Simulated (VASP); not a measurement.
Runs of VASP 6.6.1 on Si3F4. The structure is that of space group F-43m (No. 216), or close to it. The cells are those of the table. 

| potentials or basis | spin | cell | k mesh | cutoff (eV) | second run | gap on the mesh (eV) | pressure (GPa) | moment (μB) | largest force (eV/Å) |
| --- | --- | --- | --- | --- | --- | --- | --- | --- | --- |
| VASP PAW PBE potentials, release 64 (Si, F_h) | off | a = 5.410 Å, angles 60.0°, 7 atoms | 8 × 8 × 8 | 910 | hard_potentials | none | (a) | - | 0.07 |
| VASP PAW PBE potentials, release 64 (Si, F) | collinear, ferromagnetic start | a = 5.253 Å, angles 60.0°, 7 atoms | 4 × 4 × 4 | 520 | - | none | 281.0 | (c) | 223.23 |
| VASP PAW PBE potentials, release 64 (Si, F) | off | a = 5.417 Å, angles 60.0°, 7 atoms | 4 × 4 × 4 | 520 | - | none | 0.4 | - | 0.24 |
| VASP PAW PBE potentials, release 64 (Si, F_h) | off | a = 5.253 Å, angles 60.0°, 7 atoms | 4 × 4 × 4 | 910 | hard_potentials | none | 259.9 | - | 205.06 |
| VASP PAW PBE potentials, release 64 (Si, F) | collinear, ferromagnetic start | a = 5.417 Å, angles 60.0°, 7 atoms | 4 × 4 × 4 | 520 | - | none | 0.4 | (b) | 0.24 |
| VASP PAW PBE potentials, release 64 (Si, F_h) | off | a = 5.417 Å, angles 60.0°, 7 atoms | 4 × 4 × 4 | 910 | hard_potentials | none | -0.4 | - | 0.07 |
| VASP PAW PBE potentials, release 64 (Si, F) | off | a = 5.410 Å, angles 60.0°, 7 atoms | 8 × 8 × 8 | 520 | - | none | 0.5 | - | 0.25 |
| VASP PAW PBE potentials, release 64 (Si, F) | off | a = 5.253 Å, angles 60.0°, 7 atoms | 4 × 4 × 4 | 520 | - | none | 281.0 | - | 223.23 |

Alike in all rows: task single point; level PBE; smearing gaussian 0.1 eV.

Estimate the missing entries.

(a) -0.3; (b) 0.00; (c) 0.01.

Caveats: some runs use coarse meshes; the cutoff is under 1.25 times the usual one of these potentials, so pressure, stress and relaxed cells hold a basis-set (Pulay) error (some runs); forces of over 1 eV/Å act on the atoms, so gaps and moduli don't describe the material at rest (some runs); the standard files for N, O and F lose accuracy on very short bonds (some runs).

A gap of «none» marks levels without a gap at the run's occupations.
